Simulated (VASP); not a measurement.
# Nb5N (P-6m2) in VASP: a series of runs

Nb5N is run at these levels: PBE; tasks: single point.

Program: VASP 6.6.1. These are calculated values, not measurements. Logs are shortened: lines on timing, memory, paths and dates and some standing lists are left out, and cuts for length are marked.

## (1) The cell of the first run

The structure is hexagonal, space group P-6m2 (No. 187). Conventional cell: a = 3.892 Å, b = 3.892 Å, c = 7.868 Å, α = 90.00°, β = 90.00°, γ = 120.00°. Within 3.0 Å of Nb (site symmetry -6m2) lie 3 N at 2.25 Å and 8 Nb at 2.68 to 2.80 Å. Nb (site symmetry 3m) has 1 N at 1.46 Å within 1.9 Å. Nb (site symmetry 3m) has 5 Nb at 2.28 to 2.80 Å within 3.0 Å. Within 1.9 Å of N (site symmetry -6m2) lie 2 Nb at 1.46 Å.

The cell was generated, and may not be a known phase.

## (2) Single point, PBE

INCAR reads:

```
  PREC = Accurate
  ENCUT = 520
  EDIFF = 1E-6
  ISMEAR = 0
  SIGMA = 0.1
  LREAL = F
  LASPH = T
  NELM = 60
  ALGO = Normal
  ISIF = 2
  LWAVE = F
  LCHARG = F
  GGA = PE
  NBANDS = 44
```

KPOINTS reads:

```
regular mesh
0
Gamma
  6 6 2
```

POSCAR reads:

```
Nb5N
1.0
    3.8917640000      0.0000000000      0.0000000000
   -1.9458820000      3.3703664900      0.0000000000
    0.0000000000      0.0000000000      7.8681338600
Nb N
5 1
Direct
    0.6666666700      0.3333333300      0.0000000000
    0.0000000000      0.0000000000      0.8150023500
    0.0000000000      0.0000000000      0.1849976500
    0.6666666700      0.3333333300      0.3554226500
    0.6666666700      0.3333333300      0.6445773500
    0.0000000000      0.0000000000      0.0000000000
```

Potentials or basis: VASP PAW PBE potentials, release 64 (Nb_sv, N).

Launch:

```bash
> cat potpaw_PBE.64/Nb_sv/POTCAR potpaw_PBE.64/N/POTCAR > POTCAR
> mpirun -np 1 vasp_std > vasp.out
```

OUTCAR:

```text
PREC = Accurate
   ENCUT = 520
   EDIFF = 1E-6
   ISMEAR = 0
   LREAL = F
   LASPH = T
   NELM = 60
   ISIF = 2
   GGA = PE

 ion  position               nearest neighbor table
   1  0.667  0.333  0.000-   6 2.25   6 2.25   6 2.25   2 2.68   3 2.68   3 2.68   2 2.68   3 2.68
                             2 2.68   4 2.80   5 2.80
   2  0.000  0.000  0.815-   6 1.46   5 2.62   5 2.62   5 2.62   1 2.68   1 2.68   1 2.68   3 2.91

   3  0.000  0.000  0.185-   6 1.46   4 2.62   4 2.62   4 2.62   1 2.68   1 2.68   1 2.68   2 2.91

   4  0.667  0.333  0.355-   5 2.28   3 2.62   3 2.62   3 2.62   1 2.80
   5  0.667  0.333  0.645-   4 2.28   2 2.62   2 2.62   2 2.62   1 2.80
   6  0.000  0.000  0.000-   2 1.46   3 1.46   1 2.25   1 2.25   1 2.25

  LATTYP: Found a hexagonal cell.
 ALAT       =     3.8917640000
 C/A-ratio  =     2.0217397201

  Lattice vectors:

 A1 = (   3.8917640000,   0.0000000000,   0.0000000000)
 A2 = (  -1.9458820000,   3.3703664900,   0.0000000000)
 A3 = (   0.0000000000,   0.0000000000,   7.8681338600)

Analysis of symmetry for initial positions (statically):
=====================================================================
 Subroutine PRICEL returns:
 Original cell was already a primitive cell.

 Routine SETGRP: Setting up the symmetry group for a
 hexagonal supercell.

 Subroutine GETGRP returns: Found 12 space group operations
 (whereof 12 operations were pure point group operations)
 out of a pool of 24 trial point group operations.

The static configuration has the point symmetry D_3h.

Analysis of symmetry for dynamics (positions and initial velocities):
=====================================================================
 Subroutine PRICEL returns:
 Original cell was already a primitive cell.

 Routine SETGRP: Setting up the symmetry group for a
 hexagonal supercell.

 Subroutine GETGRP returns: Found 12 space group operations
 (whereof 12 operations were pure point group operations)
 out of a pool of 24 trial point group operations.

The dynamic configuration has the point symmetry D_3h.

 Subroutine INISYM returns: Found 12 space group operations
 (whereof 12 operations are pure point group operations),
 and found     1 'primitive' translations

----------------------------------------------------------------------------------------

                                     Primitive cell

  volume of cell :     103.2037

  direct lattice vectors                    reciprocal lattice vectors
     3.891764000  0.000000000  0.000000000     0.256952888  0.148351819  0.000000000
    -1.945882000  3.370366490  0.000000000     0.000000000  0.296703638  0.000000000
     0.000000000  0.000000000  7.868133860     0.000000000  0.000000000  0.127094940

  length of vectors
     3.891764000  3.891764000  7.868133860     0.296703638  0.296703638  0.127094940

  position of ions in fractional coordinates (direct lattice)
     0.666666670  0.333333330  0.000000000
     0.000000000  0.000000000  0.815002350
     0.000000000  0.000000000  0.184997650
     0.666666670  0.333333330  0.355422650
     0.666666670  0.333333330  0.644577350
     0.000000000  0.000000000  0.000000000

  ion indices of the primitive-cell ions
   primitive index   ion index
                 1           1
                 2           2
                 3           3
                 4           4
                 5           5
                 6           6

----------------------------------------------------------------------------------------

 KPOINTS: regular mesh

Automatic generation of k-mesh.
 Grid dimensions read from file:
 generate k-points for:    6    6    2

 Generating k-lattice:

  Cartesian coordinates                     Fractional coordinates (reciprocal lattice)
     0.042825481  0.024725303  0.000000000     0.166666667  0.000000000  0.000000000
     0.000000000  0.049450606  0.000000000     0.000000000  0.166666667  0.000000000
     0.000000000  0.000000000  0.063547470     0.000000000  0.000000000  0.500000000

  Length of vectors
     0.049450606  0.049450606  0.063547470

  Shift w.r.t. Gamma in fractional coordinates (k-lattice)
     0.000000000  0.000000000  0.000000000

 Subroutine IBZKPT returns following result:
 ===========================================

 Found     14 irreducible k-points:

 Following reciprocal coordinates:
            Coordinates               Weight
  0.000000  0.000000  0.000000      1.000000
  0.166667  0.000000  0.000000      6.000000
  0.333333 -0.000000  0.000000      6.000000
  0.500000  0.000000  0.000000      3.000000
  0.166667  0.166667  0.000000      6.000000
  0.333333  0.166667  0.000000     12.000000
  0.333333  0.333333  0.000000      2.000000
  0.000000  0.000000  0.500000      1.000000
  0.166667  0.000000  0.500000      6.000000
  0.333333 -0.000000  0.500000      6.000000
  0.500000  0.000000  0.500000      3.000000
  0.166667  0.166667  0.500000      6.000000
  0.333333  0.166667  0.500000     12.000000
  0.333333  0.333333  0.500000      2.000000
   k-points           NKPTS =     14   k-points in BZ     NKDIM =     14   number of bands    NBANDS=     44
   number of dos      NEDOS =    301   number of ions     NIONS =      6
   total plane-waves  NPLWV =  54000
   dimension x,y,z NGX =    30 NGY =   30 NGZ =   60
   dimension x,y,z NGXF=    60 NGYF=   60 NGZF=  120
   ions per type =               5   1
   NGX,Y,Z   is equivalent  to a cutoff of  12.82, 12.82, 12.68 a.u.
   NGXF,Y,Z  is equivalent  to a cutoff of  25.63, 25.63, 25.35 a.u.
 SYSTEM =  unknown system
   PREC   = accura    normal or accurate (medium, high low for compatibility)
   ISTART =      0    job   : 0-new  1-cont  2-samecut
   ICHARG =      2    charge: 1-file 2-atom 10-const
   ISPIN  =      1    spin polarized calculation?
   LNONCOLLINEAR =      F non collinear calculations
   LSORBIT =      F    spin-orbit coupling
   LASPH  =      T    aspherical Exc in radial PAW
   ENCUT  =  520.0 eV  38.22 Ry    6.18 a.u.   7.24  7.24 14.63*2*pi/ulx,y,z
   NELM   =     60;   NELMIN=  2; NELMDL= -5     # of ELM steps
   EDIFF  = 0.1E-05   stopping-criterion for ELM
   LREAL  =      F    real-space projection
   EDIFFG = 0.1E-04   stopping-criterion for IOM
   NSW    =      0    number of steps for IOM
   IBRION =     -1    ionic relax: 0-MD 1-quasi-New 2-CG
   NFREE  =      0    steps in history (QN), initial steepest desc. (CG)
   ISIF   =      2    stress and relaxation
   ISYM   =      2    0-nonsym 1-usesym 2-fastsym
   POTIM  = 0.5000    time-step for ionic-motion
   TEBEG  =    0.0;   TEEND  =   0.0 temperature during run
   PSTRESS=    0.0 pullay stress
   NELECT =      70.0000    total number of electrons
   NUPDOWN=      -1.0000    fix difference up-down
   EMIN   =  10.00;   EMAX   =-10.00  energy-range for DOS
   EFERMI =   0.00;   METHOD = LEGACY
   ISMEAR =     0;   SIGMA  =   0.10  broadening in eV -4-tet -1-fermi 0-gaus
   EFERMI_NEDOS =   21; number of points for ismear=-14 and -15
   IALGO  =     38    algorithm
   IMIX   =      4    mixing-type and parameters
     AMIX     =   0.40;   BMIX     =  1.00
     AMIX_MAG =   1.60;   BMIX_MAG =  1.00
  volume/ion in A,a.u.               =      17.20       116.08
  Fermi-wavevector in a.u.,A,eV,Ry     =   1.438387  2.718157 28.149868  2.068957
  Thomas-Fermi vector in A             =   2.557359
   LORBIT       =      0    0 simple, 1 ext, 2 COOP (PROOUT), +10 PAW based schemes
   GGA     = PE    functional components
   LHFCALC =     F    Hartree Fock is set to
   AEXX    =    0.0000 exact exchange contribution
   IVDW    =     0    specifies the selected vdW correction
   LEPSILON=     F    determine dielectric tensor
   LRPA    =     F    only Hartree local field effects (RPA)
 non-spin polarized calculation
 Gauss-broadening in eV      SIGMA  =   0.10
  energy-cutoff  :      520.00
  volume of cell :      103.20
 maximum number of plane-waves:      2802
 NGX is ok and might be reduce to    30
   NGX = 15   NGY = 15   NGZ = 29

 number of electron      69.9999998 magnetization

 Free energy of the ion-electron system (eV)
  ---------------------------------------------------
  ext. energy  EPLUGINS =         0.00000000
  ---------------------------------------------------
  free energy    TOTEN  =       -39.75021970 eV

  energy without entropy =      -39.72137470  energy(sigma->0) =      -39.73579720

 E-fermi :  10.2966     XC(G=0): -11.7204

 val. band max:       10.2802489433   @ k =   0.3333   0.1667   0.5000
 cond. band min:      10.3166244512   @ k =   0.1667   0.0000   0.5000
 fundamental gap:      0.0363755079
 Fermi energy:        10.2966312346

 k-point     1 :       0.0000    0.0000    0.0000
  band No.  band energies     occupation
      1     -44.8420      2.00000
      2     -44.5109      2.00000
      3     -44.2290      2.00000
      4     -43.9724      2.00000
      5     -43.8254      2.00000
      6     -23.2129      2.00000
[... 36 lines left out ...]
     43      13.4370      0.00000
     44      13.4370      0.00000

 k-point     2 :       0.1667    0.0000    0.0000
  band No.  band energies     occupation
      1     -44.8124      2.00000
      2     -44.5082      2.00000
      3     -44.2057      2.00000
      4     -44.0044      2.00000
      5     -43.8474      2.00000
      6     -23.2839      2.00000
[... 36 lines left out ...]
     43      13.3388      0.00000
     44      13.3588      0.00000

 k-point     3 :       0.3333   -0.0000    0.0000
  band No.  band energies     occupation
      1     -44.7457      2.00000
      2     -44.5011      2.00000
      3     -44.1471      2.00000
      4     -44.0774      2.00000
      5     -43.9033      2.00000
      6     -23.4121      2.00000
[... 36 lines left out ...]
     43      13.2850      0.00000
     44      13.3052      0.00000

 k-point     4 :       0.5000    0.0000    0.0000
  band No.  band energies     occupation
      1     -44.7074      2.00000
      2     -44.4957      2.00000
      3     -44.1208      2.00000
      4     -44.1035      2.00000
      5     -43.9456      2.00000
      6     -23.4709      2.00000
[... 412 lines left out ...]
     43      12.6420      0.00000
     44      13.5458      0.00000

 k-point    13 :       0.3333    0.1667    0.5000
  band No.  band energies     occupation
      1     -44.6957      2.00000
      2     -44.5144      2.00000
      3     -44.1456      2.00000
      4     -44.0597      2.00000
      5     -43.9574      2.00000
      6     -23.4603      2.00000
[... 36 lines left out ...]
     43      13.2122      0.00000
     44      13.4976      0.00000

 k-point    14 :       0.3333    0.3333    0.5000
  band No.  band energies     occupation
      1     -44.6774      2.00000
      2     -44.5052      2.00000
      3     -44.1450      2.00000
      4     -44.0681      2.00000
      5     -43.9761      2.00000
      6     -23.4887      2.00000
[... 36 lines left out ...]
     43      12.7873      0.00000
     44      13.1210      0.00000

------------------------ aborting loop because EDIFF is reached ----------------------------------------

  FORCE on cell =-STRESS in cart. coord.  units (eV):
  Direction    XX          YY          ZZ          XY          YZ          ZX
  --------------------------------------------------------------------------------------
  -------------------------------------------------------------------------------------
  Total       14.3026790     14.3026790    116.8186997      0.0000000      0.0000000      0.0000000
  in kB      222.0407119    222.0407119   1813.5418664      0.0000000      0.0000000      0.0000000
  external PRESSURE =     752.5410967 kB  Pullay stress =       0.0000000 kB

 VOLUME and BASIS-vectors are now :
 -----------------------------------------------------------------------------
  energy-cutoff  :      520.00
  volume of cell :      103.20
      direct lattice vectors                 reciprocal lattice vectors
     3.891764000  0.000000000  0.000000000     0.256952888  0.148351819  0.000000000
    -1.945882000  3.370366490  0.000000000     0.000000000  0.296703638  0.000000000
     0.000000000  0.000000000  7.868133860     0.000000000  0.000000000  0.127094940

 POSITION                                       TOTAL-FORCE (eV/Angst)
 -----------------------------------------------------------------------------------
      1.94588      1.12346      0.00000         0.000000      0.000000      0.000000
      0.00000      0.00000      6.41255        -0.000000      0.000000    -33.905603
      0.00000      0.00000      1.45559        -0.000000      0.000000     33.905603
      1.94588      1.12346      2.79651         0.000000     -0.000000      0.376490
      1.94588      1.12346      5.07162         0.000000     -0.000000     -0.376490
      0.00000      0.00000      0.00000        -0.000000      0.000000      0.000000
 -----------------------------------------------------------------------------------
    total drift:                               -0.000119      0.000069      0.000000

  FREE ENERGIE OF THE ION-ELECTRON SYSTEM (eV)
  ---------------------------------------------------
  free  energy   TOTEN  =       -39.7502197020 eV

  energy  without entropy=      -39.7213747005  energy(sigma->0) =      -39.73579720
```

Run time: 64 s. Hardware: 1 thread of AMD EPYC 9R45 (Zen 5), shared host; peak memory 0.2 GiB.

What came out:

```yaml
Free_energy: -39.7502 eV
Pressure: 75.3 GPa
Largest_force: 33.906 eV/Å
Band_gap_on_the_k_mesh: zero (bands 35 and 36 overlap by 1.24 eV)
```

Forces on the atoms (eV/Å):
```
Nb    0.000   0.000   0.000
Nb    0.000   0.000 -33.906
Nb    0.000   0.000  33.906
Nb    0.000   0.000   0.376
Nb    0.000   0.000  -0.376
N     0.000   0.000   0.000
```

Levels at points of the mesh, in eV from the Fermi level:
| k point | band 32 | band 33 | band 34 | band 35 | band 36 | band 37 | band 38 | band 39 |
| --- | --- | --- | --- | --- | --- | --- | --- | --- |
| (0.00, 0.00, 0.00) | -1.48 | -1.12 | -1.12 | -1.01 | -1.01 | 1.50 | 1.51 | 1.51 |
| (0.50, 0.00, 0.00) | -1.52 | -0.43 | -0.41 | -0.02 | 0.04 | 0.63 | 0.86 | 1.32 |
| (0.00, 0.00, 0.50) | -1.40 | -1.36 | -0.90 | -0.36 | 0.13 | 0.13 | 0.30 | 0.30 |
| (0.50, 0.00, 0.50) | -1.37 | -0.73 | -0.61 | -0.14 | -0.12 | 0.44 | 0.99 | 1.47 |

Caveat: the k points lie up to 0.40 Å⁻¹ apart, too coarse for converged energies and pressures of a metal; atoms lie so close that the PAW spheres overlap strongly, which falsifies energies and pressures; forces of over 1 eV/Å act on the atoms, so gaps and moduli don't describe the material at rest.

[end of part 1 of 2]

The gap in the log of VASP goes by the Fermi energy; the results here count the filled bands.